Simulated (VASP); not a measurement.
# BN (P6_3mc) in VASP: notebook

The runs below take BN through single point, with r2SCAN.

All numbers are computed with VASP 6.6.1; they aren't measurements. Logs are shortened: lines on timing, memory, paths and dates and some standing lists are left out, and cuts for length are marked.

## Step 1: The cell of the first run

It takes space group P6_3mc (No. 186, hexagonal). Conventional cell: a = 2.686 Å, b = 2.686 Å, c = 3.776 Å, α = 90.00°, β = 90.00°, γ = 120.00°. Within 1.9 Å of B (site symmetry 3m) lie 4 N at 1.41 to 1.62 Å. N (site symmetry 3m) has 4 B at 1.41 to 1.62 Å within 1.9 Å.

## Step 2: Single point, r2SCAN

Contents of POSCAR:

```
BN
1.0
    2.6855819961      0.0000000000      0.0000000000
   -1.3427909980      2.3257822325      0.0000000000
    0.0000000000      0.0000000000      3.7756815351
B N
2 2
Direct
    0.6666666667      0.3333333333      0.9997995909
    0.3333333333      0.6666666667      0.4997995909
    0.6666666667      0.3333333333      0.6252004091
    0.3333333333      0.6666666667      0.1252004091
```

Contents of INCAR.step1:

```
SYSTEM = BN
  PREC = Accurate
  ENCUT = 520
  ISMEAR = 0
  SIGMA = 0.05
  LREAL = .False.
  LASPH = .True.
  NELM = 100
  NBANDS = 16
  GGA = PE
  ALGO = Normal
  EDIFF = 1E-4
  LWAVE = .True.
  LCHARG = .False.
```

Contents of INCAR.step2:

```
SYSTEM = BN
  PREC = Accurate
  ENCUT = 520
  EDIFF = 1E-7
  ISMEAR = 0
  SIGMA = 0.05
  LREAL = .False.
  LASPH = .True.
  NELM = 100
  ALGO = Normal
  ISIF = 2
  LWAVE = .False.
  LCHARG = .True.
  METAGGA = R2SCAN
  LMIXTAU = .True.
  LELF = .True.
  LVHAR = .True.
  NBANDS = 16
  ISTART = 1
```

Contents of KPOINTS:

```
regular mesh
0
Gamma
  12 12 6
  0 0 0
```

Potentials or basis: VASP PAW PBE potentials, release 64 (B, N).

Command:

```sh
$ cat potpaw_PBE.64/B/POTCAR potpaw_PBE.64/N/POTCAR > POTCAR
$ cp INCAR.step1 INCAR
$ mpirun -np 1 vasp_std > vasp.out
$ cp INCAR.step2 INCAR
$ mpirun -np 1 vasp_std > vasp.out
```

OUTCAR:

```text
SYSTEM = BN
   PREC = Accurate
   ENCUT = 520
   EDIFF = 1E-7
   ISMEAR = 0
   LREAL = .False.
   LASPH = .True.
   NELM = 100
   ISIF = 2
   METAGGA = R2SCAN
   ISTART = 1

 ion  position               nearest neighbor table
   1  0.667  0.333  1.000-   3 1.41   4 1.62   4 1.62   4 1.62
   2  0.333  0.667  0.500-   4 1.41   3 1.62   3 1.62   3 1.62
   3  0.667  0.333  0.625-   1 1.41   2 1.62   2 1.62   2 1.62
   4  0.333  0.667  0.125-   2 1.41   1 1.62   1 1.62   1 1.62

  LATTYP: Found a hexagonal cell.
 ALAT       =     2.6855819961
 C/A-ratio  =     1.4059081199

  Lattice vectors:

 A1 = (   2.6855819961,   0.0000000000,   0.0000000000)
 A2 = (  -1.3427909980,   2.3257822325,   0.0000000000)
 A3 = (   0.0000000000,   0.0000000000,   3.7756815351)

Analysis of symmetry for initial positions (statically):
=====================================================================
 Subroutine PRICEL returns:
 Original cell was already a primitive cell.

 Routine SETGRP: Setting up the symmetry group for a
 hexagonal supercell.

 Subroutine GETGRP returns: Found 12 space group operations
 (whereof  6 operations were pure point group operations)
 out of a pool of 24 trial point group operations.

The static configuration has the point symmetry C_3v.
 The point group associated with its full space group is C_6v.

Analysis of symmetry for dynamics (positions and initial velocities):
=====================================================================
 Subroutine PRICEL returns:
 Original cell was already a primitive cell.

 Routine SETGRP: Setting up the symmetry group for a
 hexagonal supercell.

 Subroutine GETGRP returns: Found 12 space group operations
 (whereof  6 operations were pure point group operations)
 out of a pool of 24 trial point group operations.

The dynamic configuration has the point symmetry C_3v.
 The point group associated with its full space group is C_6v.

 Subroutine INISYM returns: Found 12 space group operations
 (whereof  6 operations are pure point group operations),
 and found     1 'primitive' translations

----------------------------------------------------------------------------------------

                                     Primitive cell

  volume of cell :      23.5832

  direct lattice vectors                    reciprocal lattice vectors
     2.685581996  0.000000000  0.000000000     0.372358767  0.214981434  0.000000000
    -1.342790998  2.325782232  0.000000000     0.000000000  0.429962868  0.000000000
     0.000000000  0.000000000  3.775681535     0.000000000  0.000000000  0.264852846

  length of vectors
     2.685581996  2.685581996  3.775681535     0.429962868  0.429962868  0.264852846

  position of ions in fractional coordinates (direct lattice)
     0.666666667  0.333333333  0.999799591
     0.333333333  0.666666667  0.499799591
     0.666666667  0.333333333  0.625200409
     0.333333333  0.666666667  0.125200409

  ion indices of the primitive-cell ions
   primitive index   ion index
                 1           1
                 2           2
                 3           3
                 4           4

----------------------------------------------------------------------------------------

 KPOINTS: regular mesh

Automatic generation of k-mesh.
 Grid dimensions read from file:
 generate k-points for:   12   12    6

 Generating k-lattice:

  Cartesian coordinates                     Fractional coordinates (reciprocal lattice)
     0.031029897  0.017915120  0.000000000     0.083333333 -0.000000000  0.000000000
     0.000000000  0.035830239  0.000000000     0.000000000  0.083333333  0.000000000
     0.000000000  0.000000000  0.044142141     0.000000000  0.000000000  0.166666667

  Length of vectors
     0.035830239  0.035830239  0.044142141

  Shift w.r.t. Gamma in fractional coordinates (k-lattice)
     0.000000000  0.000000000  0.000000000

 Subroutine IBZKPT returns following result:
 ===========================================

 Found     76 irreducible k-points:

 Following reciprocal coordinates:
            Coordinates               Weight
  0.000000  0.000000  0.000000      1.000000
  0.083333  0.000000  0.000000      6.000000
  0.166667  0.000000  0.000000      6.000000
  0.250000  0.000000  0.000000      6.000000
  0.333333  0.000000  0.000000      6.000000
  0.416667  0.000000  0.000000      6.000000
[... 16 lines left out ...]
  0.250000  0.000000  0.166667     12.000000
  0.333333  0.000000  0.166667     12.000000
 [... further k-points ...]
   k-points           NKPTS =     76   k-points in BZ     NKDIM =     76   number of bands    NBANDS=     16
   number of dos      NEDOS =    301   number of ions     NIONS =      4
   total plane-waves  NPLWV =  11200
   dimension x,y,z NGX =    20 NGY =   20 NGZ =   28
   dimension x,y,z NGXF=    40 NGYF=   40 NGZF=   56
   ions per type =               2   2
   NGX,Y,Z   is equivalent  to a cutoff of  12.38, 12.38, 12.33 a.u.
   NGXF,Y,Z  is equivalent  to a cutoff of  24.76, 24.76, 24.66 a.u.
 SYSTEM =  BN
   PREC   = accura    normal or accurate (medium, high low for compatibility)
   ISTART =      1    job   : 0-new  1-cont  2-samecut
   ICHARG =      0    charge: 1-file 2-atom 10-const
   ISPIN  =      1    spin polarized calculation?
   LNONCOLLINEAR =      F non collinear calculations
   LSORBIT =      F    spin-orbit coupling
   LASPH  =      T    aspherical Exc in radial PAW
   ENCUT  =  520.0 eV  38.22 Ry    6.18 a.u.   4.99  4.99  7.02*2*pi/ulx,y,z
   NELM   =    100;   NELMIN=  2; NELMDL=  0     # of ELM steps
   EDIFF  = 0.1E-06   stopping-criterion for ELM
   LREAL  =      F    real-space projection
   EDIFFG = 0.1E-05   stopping-criterion for IOM
   NSW    =      0    number of steps for IOM
   IBRION =     -1    ionic relax: 0-MD 1-quasi-New 2-CG
   NFREE  =      0    steps in history (QN), initial steepest desc. (CG)
   ISIF   =      2    stress and relaxation
   ISYM   =      2    0-nonsym 1-usesym 2-fastsym
   POTIM  = 0.5000    time-step for ionic-motion
   TEBEG  =    0.0;   TEEND  =   0.0 temperature during run
   PSTRESS=    0.0 pullay stress
   NELECT =      16.0000    total number of electrons
   NUPDOWN=      -1.0000    fix difference up-down
   EMIN   =  10.00;   EMAX   =-10.00  energy-range for DOS
   EFERMI =   0.00;   METHOD = LEGACY
   ISMEAR =     0;   SIGMA  =   0.05  broadening in eV -4-tet -1-fermi 0-gaus
   EFERMI_NEDOS =   21; number of points for ismear=-14 and -15
   IALGO  =     38    algorithm
   IMIX   =      4    mixing-type and parameters
     AMIX     =   0.40;   BMIX     =  1.00
     AMIX_MAG =   1.60;   BMIX_MAG =  1.00
  volume/ion in A,a.u.               =       5.90        39.79
  Fermi-wavevector in a.u.,A,eV,Ry     =   1.438513  2.718396 28.154815  2.069321
  Thomas-Fermi vector in A             =   2.557472
   LORBIT       =      0    0 simple, 1 ext, 2 COOP (PROOUT), +10 PAW based schemes
   METAGGA = R2SCAN    functional components
   LHFCALC =     F    Hartree Fock is set to
   AEXX    =    0.0000 exact exchange contribution
   IVDW    =     0    specifies the selected vdW correction
   LEPSILON=     F    determine dielectric tensor
   LRPA    =     F    only Hartree local field effects (RPA)
 non-spin polarized calculation
 Gauss-broadening in eV      SIGMA  =   0.05
  energy-cutoff  :      520.00
  volume of cell :       23.58
 maximum number of plane-waves:       656
 NGX is ok and might be reduce to    20

 number of electron      15.9999997 magnetization

 Free energy of the ion-electron system (eV)
  ---------------------------------------------------
  ext. energy  EPLUGINS =         0.00000000
  ---------------------------------------------------
  free energy    TOTEN  =       -36.88184727 eV

  energy without entropy =      -36.88184727  energy(sigma->0) =      -36.88184727

 E-fermi :   7.7819     XC(G=0): -13.6088

 val. band max:        7.4708830893   @ k =   0.0000   0.0000   0.0000
 cond. band min:      12.9195699186   @ k =   0.5000   0.0000   0.0000
 fundamental gap:      5.4486868293
 Fermi energy:         7.7819233240

 k-point     1 :       0.0000    0.0000    0.0000
  band No.  band energies     occupation
      1     -14.1533      2.00000
      2      -8.4838      2.00000
      3      -3.3414      2.00000
      4       3.8297      2.00000
      5       3.8297      2.00000
      6       6.9231      2.00000
[... 8 lines left out ...]
     15      22.5283      0.00000
     16      26.5456      0.00000

 k-point     2 :       0.0833    0.0000    0.0000
  band No.  band energies     occupation
      1     -14.0156      2.00000
      2      -8.4105      2.00000
      3      -3.2127      2.00000
      4       3.2034      2.00000
      5       3.5701      2.00000
      6       6.4810      2.00000
[... 8 lines left out ...]
     15      22.5702      0.00000
     16      26.0007      0.00000

 k-point     3 :       0.1667    0.0000    0.0000
  band No.  band energies     occupation
      1     -13.6078      2.00000
      2      -8.2191      2.00000
      3      -2.8327      2.00000
      4       1.7386      2.00000
      5       2.9586      2.00000
      6       5.3669      2.00000
[... 8 lines left out ...]
     15      22.6369      0.00000
     16      24.8308      0.00000

 k-point     4 :       0.2500    0.0000    0.0000
  band No.  band energies     occupation
      1     -12.9476      2.00000
      2      -8.0110      2.00000
      3      -2.2287      2.00000
      4       0.1174      2.00000
      5       2.2723      2.00000
      6       3.9308      2.00000
[... 8 lines left out ...]
     15      23.3039      0.00000
     16      24.7776      0.00000

 k-point     5 :       0.3333    0.0000    0.0000
  band No.  band energies     occupation
      1     -12.0777      2.00000
      2      -7.9953      2.00000
      3      -1.6198      2.00000
      4      -0.9609      2.00000
      5       1.6940      2.00000
      6       2.4849      2.00000
[... 8 lines left out ...]
     15      24.8502      0.00000
     16      25.5235      0.00000

 k-point     6 :       0.4167    0.0000    0.0000
  band No.  band energies     occupation
      1     -11.1135      2.00000
      2      -8.3795      2.00000
      3      -1.9183      2.00000
      4      -0.3602      2.00000
      5       1.3084      2.00000
      6       1.3182      2.00000
[... 8 lines left out ...]
     15      26.0515      0.00000
     16      26.4775      0.00000
[... 267 lines left out ...]
 k-point    21 :       0.0833    0.0000    0.1667
  band No.  band energies     occupation
      1     -13.8009      2.00000
      2      -9.2522      2.00000
      3      -2.0943      2.00000
      4       3.4148      2.00000
      5       3.7664      2.00000
      6       5.8711      2.00000
[... 8 lines left out ...]
     15      22.2587      0.00000
     16      25.7962      0.00000

 k-point    22 :       0.1667    0.0000    0.1667
  band No.  band energies     occupation
      1     -13.3966      2.00000
      2      -8.9936      2.00000
      3      -1.8658      2.00000
      4       2.0280      2.00000
      5       3.1653      2.00000
      6       4.6180      2.00000
[... 8 lines left out ...]
     15      22.2748      0.00000
     16      25.2504      0.00000

 k-point    23 :       0.2500    0.0000    0.1667
  band No.  band energies     occupation
      1     -12.7434      2.00000
      2      -8.6508      2.00000
      3      -1.7187      2.00000
      4       0.7017      2.00000
      5       2.4878      2.00000
      6       3.0715      2.00000
[... 8 lines left out ...]
     15      22.7859      0.00000
     16      25.1487      0.00000

 k-point    24 :       0.3333    0.0000    0.1667
  band No.  band energies     occupation
      1     -11.8870      2.00000
      2      -8.4106      2.00000
      3      -2.1508      2.00000
      4       0.3445      2.00000
      5       1.5702      2.00000
      6       1.9154      2.00000
[... 8 lines left out ...]
     15      24.3472      0.00000
     16      25.7507      0.00000

 [... further k-points ...]
[... 5 lines left out ...]
  --------------------------------------------------------------------------------------
  -------------------------------------------------------------------------------------
  Total       -6.3270154     -6.3270154     19.9429801     -0.0000000      0.0000000      0.0000000
  in kB     -429.8398270   -429.8398270   1354.8705954     -0.0000000      0.0000000      0.0000000
  external PRESSURE =     165.0636471 kB  Pullay stress =       0.0000000 kB

 VOLUME and BASIS-vectors are now :
 -----------------------------------------------------------------------------
  energy-cutoff  :      520.00
  volume of cell :       23.58
      direct lattice vectors                 reciprocal lattice vectors
     2.685581996  0.000000000  0.000000000     0.372358767  0.214981434  0.000000000
    -1.342790998  2.325782232  0.000000000     0.000000000  0.429962868  0.000000000
     0.000000000  0.000000000  3.775681535     0.000000000  0.000000000  0.264852846

 POSITION                                       TOTAL-FORCE (eV/Angst)
 -----------------------------------------------------------------------------------
      1.34279      0.77526      3.77492         0.000000     -0.000000      1.520583
     -0.00000      1.55052      1.88708        -0.000000      0.000000      1.520583
      1.34279      0.77526      2.36056        -0.000000     -0.000000     -1.520583
     -0.00000      1.55052      0.47272         0.000000      0.000000     -1.520583
 -----------------------------------------------------------------------------------
    total drift:                               -0.000000     -0.000000      0.002222

  FREE ENERGIE OF THE ION-ELECTRON SYSTEM (eV)
  ---------------------------------------------------
  free  energy   TOTEN  =       -36.8818472676 eV

  energy  without entropy=      -36.8818472676  energy(sigma->0) =      -36.88184727
```

Run time: 2.7 min. Hardware: 1 thread of Intel Xeon 8259CL, shared host; peak memory 0.15 GiB.

Results:

- Free energy: -36.8818 eV
- Pressure: 16.5 GPa
- Largest force: 1.521 eV/Å
- Band gap on the k mesh: 5.45 eV (least direct gap 6.85 eV)

Forces on the atoms (eV/Å):
```
B    0.000  0.000  1.521
B    0.000  0.000  1.521
N    0.000  0.000 -1.521
N    0.000  0.000 -1.521
```

Caveat: the cell stands under pressure; the PAW data sets were made with another functional, which shifts forces and pressure a little. A k mesh can miss the band edges.

## Step 3: Single point, r2SCAN

This run uses another cell than the first one, of the same volume but with other edges.

Contents of POSCAR:

```
BN
1.0
    2.3939641546      0.0000000000      0.0000000000
   -1.1969820773      2.0732337736      0.0000000000
    0.0000000000      0.0000000000      4.7515674973
B N
2 2
Direct
    0.6666666667      0.3333333333      0.9997995909
    0.3333333333      0.6666666667      0.4997995909
    0.6666666667      0.3333333333      0.6252004091
    0.3333333333      0.6666666667      0.1252004091
```

Contents of INCAR.step1:

```
PREC     = Accurate       # precision mode
ENCUT    = 520            # plane-wave cutoff, eV
ISMEAR   = 0              # smearing method
SIGMA    = 0.05           # smearing width, eV
LREAL    = False          # projectors in reciprocal space
LASPH    = True           # aspherical terms in the spheres
NELM     = 80             # most SCF steps
NBANDS   = 16             # bands
GGA      = PE             # functional
ALGO     = Normal         # electronic algorithm
EDIFF    = 1E-4           # SCF threshold, eV
LWAVE    = True           # write WAVECAR
LCHARG   = False          # write CHGCAR
```

Contents of INCAR.step2:

```
PREC     = Accurate       # precision mode
ENCUT    = 520            # plane-wave cutoff, eV
EDIFF    = 1E-6           # SCF threshold, eV
ISMEAR   = 0              # smearing method
SIGMA    = 0.05           # smearing width, eV
LREAL    = False          # projectors in reciprocal space
LASPH    = True           # aspherical terms in the spheres
NELM     = 80             # most SCF steps
ALGO     = Normal         # electronic algorithm
ISIF     = 2              # what is computed and relaxed
LWAVE    = False          # write WAVECAR
LCHARG   = False          # write CHGCAR
METAGGA  = R2SCAN         # meta-GGA
LMIXTAU  = True         
NBANDS   = 16             # bands
ISTART   = 1
```

Contents of KPOINTS:

```
regular mesh
0
Gamma
  12 12 6
```

Potentials or basis: VASP PAW PBE potentials, release 64 (B, N).

Command:

```sh
$ cat potpaw_PBE.64/B/POTCAR potpaw_PBE.64/N/POTCAR > POTCAR
$ cp INCAR.step1 INCAR
$ mpirun -np 1 vasp_std > vasp.out
$ cp INCAR.step2 INCAR
$ mpirun -np 1 vasp_std > vasp.out
```

Run time: 2.3 min. Hardware: 1 thread of Intel Xeon 8259CL, shared host; peak memory 0.15 GiB.

The run converged. Its results:

| Item | Value |
| --- | --- |
| Free energy | -36.7289 eV |
| Pressure | 16.5 GPa |
| Largest force | 1.332 eV/Å |
| Band gap on the k mesh | 3.19 eV |

Forces in eV/Å, atoms in the order of the input:
```
B    0.000  0.000  1.332
B    0.000  0.000  1.332
N    0.000  0.000 -1.332
N    0.000  0.000 -1.332
```

Stress tensor (GPa, compression positive):
```
 72.11   0.00   0.00
  0.00  72.11   0.00
  0.00   0.00 -94.83
```

Levels at points of the mesh, in eV from the valence-band top:
```tsv
k point	band 5	band 6	band 7	band 8	band 9	band 10	band 11	band 12
(0.00, 0.00, 0.00)	-1.09	-1.09	0.00	0.00	3.19	10.58	10.58	12.82
(0.50, 0.00, 0.00)	-6.97	-4.51	-4.50	-2.94	6.59	8.26	9.22	11.51
(0.00, 0.00, 0.50)	-0.58	-0.58	-0.58	-0.58	9.64	9.64	11.63	11.63
(0.50, 0.00, 0.50)	-4.68	-4.68	-3.79	-3.79	5.36	5.36	10.65	10.65
```

Caveat: the cell stands under pressure; the PAW data sets were made with another functional, which shifts forces and pressure a little. A k mesh can miss the band edges.
